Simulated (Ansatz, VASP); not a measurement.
Two plane-wave programs on HgTe

Contents of INCAR:

```
SYSTEM = HgTe
PREC = Accurate
ENCUT = 520
EDIFF = 1E-7
ISMEAR = -1
SIGMA = 0.1
LREAL = .FALSE.
LASPH = .TRUE.
NELM = 80
ALGO = Normal
ISIF = 2
LWAVE = .FALSE.
LCHARG = .TRUE.
GGA = PS
LELF = .TRUE.
LVHAR = .TRUE.
NBANDS = 16
```

KPOINTS

```
Automatic mesh
0
G
  11 11 11
  0 0 0
```

Contents of POSCAR:

```
HgTe
1.0
    0.0000000000      2.8773372014      2.8773372014
    2.8773372014      0.0000000000      2.8773372014
    2.8773372014      2.8773372014      0.0000000000
Hg Te
1 1
Direct
    0.0000000000      0.0000000000      0.0000000000
    0.5000000000      0.5000000000      0.5000000000
```

Input for Ansatz:

```yaml
crystal:
  lattice:
    - [0.0, 2.8773372014, 2.8773372014]
    - [2.8773372014, 0.0, 2.8773372014]
    - [2.8773372014, 2.8773372014, 0.0]
  atoms:
    - { symbol: Hg, position: [0.0, 0.0, 0.0] }
    - { symbol: Te, position: [0.5, 0.5, 0.5] }
kpoints:
  mp_grid: { grid: [11, 11, 11] }
scf:
  occupations: { method: fermi_dirac, width: 0.1 }
hamiltonian:
  xc: pbesol
  pseudopotentials: { kind: paw }
output:
  forces: true
  stress: true
  eigenvalues: true
  populations: true
  write_density: true
  write_potential: true
  elf: true
  volumetric_format: npy
```

Change from the starting cell: volume scaled by 0.88, PAW files.

Alike in both runs: task single point; functional PBEsol; k mesh 11 × 11 × 11; occupations fermi-dirac, width 0.1 eV; no spin polarisation.

|  | VASP | Ansatz |
| --- | --- | --- |
| version | VASP 6.6.1 | Ansatz 0.2.0 |
| potentials or method | VASP PAW PBE potentials, release 64 (Hg, Te) | PAW with Ansatz's default frozen-core files, scalar-relativistic |
| plane-wave cutoff (eV) | 520 | 420 |
| valence electrons in the cell | 18 | 36 |

VASP gave:

- pressure (GPa): 11.0

**Question.** What did Ansatz give for the same quantities?

**Answer.** Pressure (GPa): 10.6.

VASP's potentials were made for PBE, not for PBEsol. VASP's potentials hold 18 valence electrons a cell and Ansatz's 36, so a difference there can come from the potentials and not from the codes.

Spin-orbit coupling is off throughout.
